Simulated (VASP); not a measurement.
Runs of VASP 6.6.1 on Sr3Cl. The structure is that of space group Pm-3m (No. 221), or close to it. The cells are those of the table. 

```tsv
task	cell	k mesh	cutoff (eV)	gap on the mesh (eV)	pressure (GPa)	relaxed volume (Å³/atom)
relaxation of cell and atoms	relaxed from a = 5.740 Å, 4 atoms	8 × 8 × 8	600	none	0.0	47.91
single point	a = 5.763 Å, 4 atoms	8 × 8 × 8	520	none	0.0	-
single point	a = 5.740 Å, 4 atoms	4 × 4 × 4	520	none	0.1	-
single point	a = 4.944 Å, 4 atoms	4 × 4 × 4	520	none	9.7	-
relaxation of cell and atoms	relaxed from a = 4.944 Å, 4 atoms	4 × 4 × 4	600	none	0.0	(a)
```

Alike in all rows: level PBE; potentials or basis VASP PAW PBE potentials, release 64 (Sr_sv, Cl); no spin polarisation; smearing gaussian 0.1 eV.

Estimate the missing entries.

(a) 47.52.

Caveats: an odd number of electrons without spin polarisation forces a metal; a magnetic or distorted state may lie lower; the cell stands under pressure (at least some runs); the volume moved by over 15 % at a fixed basis, so the end points are rough (at least some runs).

A k mesh can miss the band edges, and the runs leave out spin-orbit coupling on Sr.

A gap of «none» marks levels without a gap at the run's occupations.
